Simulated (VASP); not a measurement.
# Au (Fm-3m) in VASP: a series of runs, part 2 of 2

VASP 6.6.1. The steps go on from the part before.

**3. Single point, PBEsol**

This run uses another cell than the first one, of 16.19 Å³/atom, 0.977 times its volume.

The input, INCAR:

```
PREC = Accurate
ENCUT = 520
EDIFF = 1E-6
ISMEAR = -1
SIGMA = 0.05
LREAL = False
LASPH = True
NELM = 100
ALGO = Normal
ISIF = 2
LWAVE = False
LCHARG = False
GGA = PS
NBANDS = 12
```

The input, KPOINTS:

```
regular mesh
0
Gamma
  11 11 11
```

The input, POSCAR:

```
Au
1.0
    0.0000000000      2.0078623511      2.0078623511
    2.0078623511      0.0000000000      2.0078623511
    2.0078623511      2.0078623511      0.0000000000
Au
1
Direct
    0.0000000000      0.0000000000      0.0000000000
```

Potentials or basis: VASP PAW PBE potentials, release 64 (Au).

On the command line:

```bash
cat potpaw_PBE.64/Au/POTCAR > POTCAR
mpirun -np 1 vasp_std > vasp.out
```

OUTCAR:

```text
PREC = Accurate
   ENCUT = 520
   EDIFF = 1E-6
   ISMEAR = -1
   LREAL = False
   LASPH = True
   NELM = 100
   ISIF = 2
   GGA = PS

 ion  position               nearest neighbor table
   1  0.000  0.000  0.000-

  LATTYP: Found a face centered cubic cell.
 ALAT       =     4.0157247022

  Lattice vectors:

 A1 = (   0.0000000000,   2.0078623511,   2.0078623511)
 A2 = (   2.0078623511,   0.0000000000,   2.0078623511)
 A3 = (   2.0078623511,   2.0078623511,   0.0000000000)

Analysis of symmetry for initial positions (statically):
=====================================================================
 Subroutine PRICEL returns:
 Original cell was already a primitive cell.

 Routine SETGRP: Setting up the symmetry group for a
 face centered cubic supercell.

 Subroutine GETGRP returns: Found 48 space group operations
[... 9 lines left out ...]

 Routine SETGRP: Setting up the symmetry group for a
 face centered cubic supercell.

 Subroutine GETGRP returns: Found 48 space group operations
[... 11 lines left out ...]
                                     Primitive cell

[... 142 lines left out ...]

 k-point     1 :       0.0000    0.0000    0.0000
  band No.  band energies     occupation
      1      -0.3193      2.00000
      2       5.1953      2.00000
      3       5.1953      2.00000
      4       5.1953      2.00000
      5       6.8680      2.00000
      6       6.8680      2.00000
      7      24.5794      0.00000
      8      28.8679      0.00000
      9      28.8679      0.00000
     10      28.8679      0.00000
     11      33.9036      0.00000
     12      39.1707      0.00000
[... 331 lines left out ...]
 k-point    24 :      -0.1818    0.1818    0.0000
  band No.  band energies     occupation
      1       2.3707      2.00000
      2       4.5164      2.00000
      3       5.3989      2.00000
      4       6.1461      2.00000
      5       6.1913      2.00000
      6       8.1658      2.00000
      7      21.8163      0.00000
      8      23.9179      0.00000
      9      28.0331      0.00000
     10      29.5028      0.00000
     11      32.6256      0.00000
     12      35.4137      0.00000

 [... further k-points ...]

------------------------ aborting loop because EDIFF is reached ----------------------------------------

  FORCE on cell =-STRESS in cart. coord.  units (eV):
  Direction    XX          YY          ZZ          XY          YZ          ZX
  --------------------------------------------------------------------------------------
  -------------------------------------------------------------------------------------
  Total        0.9781801      0.9781801      0.9781801      0.0000000     -0.0000000      0.0000000
  in kB       96.8049619     96.8049619     96.8049619      0.0000000     -0.0000000      0.0000000
  external PRESSURE =      96.8049619 kB  Pullay stress =       0.0000000 kB

 VOLUME and BASIS-vectors are now :
 -----------------------------------------------------------------------------
  energy-cutoff  :      520.00
  volume of cell :       16.19
      direct lattice vectors                 reciprocal lattice vectors
     0.000000000  2.007862351  2.007862351    -0.249021055  0.249021055  0.249021055
     2.007862351  0.000000000  2.007862351     0.249021055 -0.249021055  0.249021055
     2.007862351  2.007862351  0.000000000     0.249021055  0.249021055 -0.249021055

 POSITION                                       TOTAL-FORCE (eV/Angst)
 -----------------------------------------------------------------------------------
      0.00000      0.00000      0.00000        -0.000000      0.000000     -0.000000
 -----------------------------------------------------------------------------------
    total drift:                               -0.000000     -0.000000     -0.000000

  FREE ENERGIE OF THE ION-ELECTRON SYSTEM (eV)
  ---------------------------------------------------
  free  energy   TOTEN  =        -3.9095991032 eV

  energy  without entropy=       -3.9075367798  energy(sigma->0) =       -3.90856794
```

OSZICAR:

```text
N       E                     dE             d eps       ncg     rms          rms(c)
DAV:   1     0.486534141817E+02    0.48653E+02   -0.54837E+03  1376   0.813E+02
DAV:   2    -0.352607202208E+01   -0.52179E+02   -0.48475E+02  1584   0.189E+02
DAV:   3    -0.424631096816E+01   -0.72024E+00   -0.71953E+00  1596   0.211E+01
DAV:   4    -0.424872973295E+01   -0.24188E-02   -0.24187E-02  1632   0.141E+00
DAV:   5    -0.424874653274E+01   -0.16800E-04   -0.16800E-04  1640   0.111E-01    0.112E+01
DAV:   6    -0.393940341330E+01    0.30934E+00   -0.77882E-01  1456   0.720E+00    0.680E+00
DAV:   7    -0.391289376054E+01    0.26510E-01   -0.84792E-02  1588   0.235E+00    0.301E+00
DAV:   8    -0.390960854738E+01    0.32852E-02   -0.24317E-03  1508   0.466E-01    0.307E-01
DAV:   9    -0.390959658005E+01    0.11967E-04   -0.10543E-05  1628   0.293E-02    0.136E-02
DAV:  10    -0.390959905570E+01   -0.24757E-05   -0.11043E-06  1608   0.780E-03    0.127E-03
DAV:  11    -0.390959910315E+01   -0.47454E-07   -0.39011E-08   844   0.164E-03
   1 F= -.39095991E+01 E0= -.39085679E+01  d E =-.206232E-02
```

stdout:

```text
POSCAR found type information on POSCAR Au
 POSCAR found :  1 types and       1 ions
 scaLAPACK will be used
 -----------------------------------------------------------------------------
|                                                                             |
|                                                                             |
|     You enforced a specific xc type in the INCAR file but a different       |
|     I HOPE YOU KNOW WHAT YOU ARE DOING!                                     |
|                                                                             |
 -----------------------------------------------------------------------------

 LDA part: xc-table for (Slater+PW92), standard interpolation
 POSCAR, INCAR and KPOINTS ok, starting setup
 FFT: planning ... GRIDC
 FFT: planning ... GRID_SOFT
 FFT: planning ... GRID
 WAVECAR not read
 entering main loop
```

It took 7.3 s on 1 thread of AMD EPYC 9R45 (Zen 5), shared host; peak memory 0.11 GiB.

Results:

```yaml
Free_energy: -3.9096 eV
Pressure: 9.7 GPa
```

Caveat: the PAW data sets were made with another functional, which shifts forces and pressure a little; spin-orbit coupling is left out, which moves the levels of the heavy elements.

**4. Relaxation of cell and atoms, PBEsol, target pressure 2 GPa, at which the enthalpy is minimised**

This run uses another cell than the first one, of 16.85 Å³/atom, 1.017 times its volume.

The input, INCAR:

```
  PREC = Accurate
  ENCUT = 600
  EDIFF = 1E-7
  ISMEAR = -1
  SIGMA = 0.05
  LREAL = False
  LASPH = True
  NELM = 60
  ALGO = Normal
  ISIF = 3
  LWAVE = False
  LCHARG = False
  GGA = PS
  IBRION = 2
  NSW = 60
  EDIFFG = -0.01
  PSTRESS = 20.0
```

KPOINTS is that of step 3.

The input, POSCAR:

```
Au
1.0
    0.0000000000      2.0350000000      2.0350000000
    2.0350000000      0.0000000000      2.0350000000
    2.0350000000      2.0350000000      0.0000000000
Au
1
Direct
    0.0000000000      0.0000000000      0.0000000000
```

On the command line:

```bash
cat potpaw_PBE.64/Au/POTCAR > POTCAR
mpirun -np 1 vasp_std > vasp.out
```

It took 13 s on 1 thread of AMD EPYC 9R45 (Zen 5), shared host; peak memory 0.12 GiB.

The run converged. Its results:

- Free energy: -3.9318 eV
- Relaxed volume: 16.81 Å³/atom
- Relaxed cell: a = 2.875 Å, b = 2.875 Å, c = 2.875 Å, α = 60.00°, β = 60.00°, γ = 60.00°
- Space group after relaxing (to 0.05 Å): Fm-3m (No. 225)
- Energy change on relaxing (the enthalpy is what falls): +0.5 meV/atom
- Ionic steps: 3
- Pressure after relaxing: 2.0 GPa

Step by step:
```
step  energy change (eV)  largest force (eV/Å)  pressure (GPa)  volume (Å³)
   1              0.0000                0.0000            1.47        16.85
   2              0.0019                0.0000            2.99        16.72
   3              0.0005                0.0000            2.01        16.81
```

Final structure:
```xyz
1
Lattice="0.0000 2.0331 2.0331 2.0331 0.0000 2.0331 2.0331 2.0331 0.0000" Properties=species:S:1:pos:R:3 pbc="T T T"
Au    0.0000    0.0000    0.0000
```

Levels at points of the mesh, in eV from the Fermi level:
```tsv
k point	band 3	band 4	band 5	band 6	band 7	band 8	band 9
(0.00, 0.00, 0.00)	-4.75	-4.75	-3.19	-3.19	14.48	18.55	18.55
```

Caveat: the cell is relaxed towards a set pressure, so the enthalpy falls and the energy may rise; the PAW data sets were made with another functional, which shifts forces and pressure a little; spin-orbit coupling is left out, which moves the levels of the heavy elements.

**5. Relaxation of cell and atoms, PBEsol, target pressure 5 GPa, at which the enthalpy is minimised**

This run uses another cell than the first one, of 16.85 Å³/atom, 1.017 times its volume.

The input, INCAR:

```
SYSTEM = Au
PREC = Accurate
ENCUT = 600
EDIFF = 1E-6
ISMEAR = -1
SIGMA = 0.05
LREAL = .False.
LASPH = .True.
NELM = 80
ALGO = Normal
ISIF = 3
LWAVE = .False.
LCHARG = .False.
GGA = PS
IBRION = 2
NSW = 60
EDIFFG = -0.01
PSTRESS = 50.0
```

The input, KPOINTS:

```
Automatic mesh
0
Gamma
  11 11 11
  0 0 0
```

POSCAR is that of step 4.

On the command line:

```bash
cat potpaw_PBE.64/Au/POTCAR > POTCAR
mpirun -np 1 vasp_std > vasp.out
```

It took 14 s on 1 thread of AMD EPYC 9R45 (Zen 5), shared host; peak memory 0.12 GiB.

The run converged. Its results:

```yaml
Free_energy: -3.9263 eV
Relaxed_volume: 16.55 Å³/atom
Relaxed_cell: a = 2.861 Å, b = 2.861 Å, c = 2.861 Å, α = 60.00°, β = 60.00°, γ = 60.00°
Space_group_after_relaxing_to_0.05_Å: Fm-3m (No. 225)
Energy_change_on_relaxing_the_enthalpy_is_what_falls: +6.0 meV/atom
Ionic_steps: 3
Pressure_after_relaxing: 5.0 GPa
```

Step by step:
```tsv
step	energy change (eV)	largest force (eV/Å)	pressure (GPa)	volume (Å³)
1	0.0000	0.0000	1.47	16.85
2	0.0386	0.0000	13.11	15.97
3	0.0060	0.0000	4.96	16.55
```

Final structure:
```
Au
1.0
     0.00000    2.02285    2.02285
     2.02285    0.00000    2.02285
     2.02285    2.02285    0.00000
Au
1
Cartesian
  0.0000 0.0000 0.0000
```

Levels at points of the mesh, in eV from the Fermi level:
```tsv
k point	band 4	band 5	band 6	band 7	band 8	band 9
(0.00, 0.00, 0.00)	-4.82	-3.22	-3.22	14.47	18.63	18.63
```

Caveat: the cell is relaxed towards a set pressure, so the enthalpy falls and the energy may rise; the PAW data sets were made with another functional, which shifts forces and pressure a little; spin-orbit coupling is left out, which moves the levels of the heavy elements.

**6. Overview**

| task | cell | cutoff (eV) | gap on the mesh (eV) | pressure (GPa) |
| --- | --- | --- | --- | --- |
| single point | a = 2.862 Å, angles 60.0°, 1 atom | 520 | none | 4.7 |
| single point | a = 2.840 Å, angles 60.0°, 1 atom | 520 | none | 9.7 |
| relaxation of cell and atoms | relaxed to 2 GPa from a = 2.878 Å, angles 60.0°, 1 atom | 600 | none | 2.0 |
| relaxation of cell and atoms | relaxed to 5 GPa from a = 2.878 Å, angles 60.0°, 1 atom | 600 | none | 5.0 |

Alike in all rows: level PBEsol; potentials or basis VASP PAW PBE potentials, release 64 (Au); no spin polarisation; k mesh 11 × 11 × 11; smearing fermi-dirac 0.05 eV.

Caveats: the PAW data sets were made with another functional, which shifts forces and pressure a little; spin-orbit coupling is left out, which moves the levels of the heavy elements; the cell is relaxed towards a set pressure, so the enthalpy falls and the energy may rise (some runs).

Total energies depend on the potentials used, so only differences within one code and one set of settings carry meaning.
